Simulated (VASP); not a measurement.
Wanted: the native input for a VASP 6.6.1 run.

```yaml
Task: single point
Functional: PBEsol
Potentials_or_basis: VASP PAW PBE potentials, release 64 (Cd, S)
Cutoff: 520 eV
k_mesh: 6 × 6 × 4
Occupations: gaussian, width 0.1 eV
Spin: no spin polarisation
Dipole_correction: no
Further_INCAR_settings: ALGO = Normal; EDIFF = 1e-06; NBANDS = 16
```

The structure of CdS lies in POSCAR:

```
CdS
1.0
    4.2611695877      0.0000000000      0.0000000000
   -2.1305847939      3.6902811128      0.0000000000
    0.0000000000      0.0000000000      5.8041729400
Cd S
1 1
Direct
    0.0000000000      0.0000000000      0.4426919200
    0.6666666700      0.3333333300      0.4343080800
```

These files were run (other wordings do the same):

INCAR

```
  PREC = Accurate
  ENCUT = 520
  EDIFF = 1E-6
  ISMEAR = 0
  SIGMA = 0.1
  LREAL = F
  LASPH = T
  NELM = 80
  ALGO = Normal
  ISIF = 2
  LWAVE = F
  LCHARG = T
  GGA = PS
  LELF = T
  LVHAR = T
  NBANDS = 16
```

KPOINTS

```
regular mesh
0
Gamma
  6 6 4
```

Potentials or basis: VASP PAW PBE potentials, release 64 (Cd, S).

Launch:

```sh
$ cat potpaw_PBE.64/Cd/POTCAR potpaw_PBE.64/S/POTCAR > POTCAR
$ mpirun -np 1 vasp_std > vasp.out
```

Results of the run:

```json
{
 "Pressure": "-1.3 GPa",
 "Largest force": "0.014 eV/Å",
 "Band gap on the k mesh": "1.42 eV, indirect (the least direct gap lies 4.2 meV higher)"
}
```

Caveat: the PAW data sets were made with another functional, which shifts forces and pressure a little.

Wall time 39 s on 1 thread of Intel(R) Xeon(R) Platinum 8259CL CPU @ 2.50GHz (Skylake/Cascade Lake) (shared host), peak memory 0.22 GiB.
